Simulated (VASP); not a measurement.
Set up this calculation in VASP 6.6.1, as the native input.

- Task: single point
- Functional: HSE06
- Potentials or basis: VASP PAW PBE potentials, release 64 (Au)
- Cutoff: 520 eV
- k mesh: 7 × 7 × 7
- Occupations: fermi-dirac, width 0.1 eV
- Spin: no spin polarisation
- Dipole correction: no
- Grid for exact exchange (PRECFOCK): Normal
- Further INCAR settings: ALGO = Normal; EDIFF = 1e-07; NBANDS = 12
- Share of exact exchange: 0.25
- Screening parameter: 0.2079 1/Å

The system is Au.

```
Au
1.0
    -1.65135    1.65135    1.65135
     1.65135   -1.65135    1.65135
     1.65135    1.65135   -1.65135
Au
1
Direct
  0.00000 0.00000 0.00000
```

This isn't the form of Au at room conditions, which is fcc.

The input as run:

POSCAR

```
Au
1.0
   -1.6513495563      1.6513495563      1.6513495563
    1.6513495563     -1.6513495563      1.6513495563
    1.6513495563      1.6513495563     -1.6513495563
Au
1
Direct
    0.0000000000      0.0000000000      0.0000000000
```

INCAR.step1

```
PREC = Accurate ; ENCUT = 520
EDIFF = 1E-5 ; ISMEAR = -1
SIGMA = 0.1 ; LREAL = F
LASPH = T ; NELM = 60
ALGO = Normal ; ISIF = 2
LWAVE = T ; LCHARG = F
GGA = PE ; NBANDS = 12
```

INCAR.step2

```
PREC = Accurate ; ENCUT = 520
EDIFF = 1E-7 ; ISMEAR = -1
SIGMA = 0.1 ; LREAL = F
LASPH = T ; NELM = 60
ALGO = Normal ; ISIF = 2
LWAVE = F ; LCHARG = F
GGA = PE ; LHFCALC = T
HFSCREEN = 0.2079 ; PRECFOCK = Normal
ISTART = 1 ; NBANDS = 12
```

KPOINTS

```
Automatic mesh
0
Gamma
  7 7 7
```

Potentials or basis: VASP PAW PBE potentials, release 64 (Au).

Launch:

```sh
$ cat potpaw_PBE.64/Au/POTCAR > POTCAR
$ cp INCAR.step1 INCAR
$ mpirun -np 1 vasp_std > vasp.out
$ cp INCAR.step2 INCAR
$ mpirun -np 1 vasp_std > vasp.out
```

Results of the run:

The pressure is -2.2 GPa and the band gap on the k mesh is zero (an odd number of electrons rules out a gap without spin polarisation).

Caveat: the k points lie up to 0.38 Å⁻¹ apart, too coarse for converged energies and pressures of a metal; the PAW data sets were made with another functional, which shifts forces and pressure a little; spin-orbit coupling is left out, which moves the levels of the heavy elements.

Run time: 20 min on 1 thread of AMD EPYC 7R43 64-Core Processor (Zen 3), with other jobs on the host, peak memory 0.21 GiB.
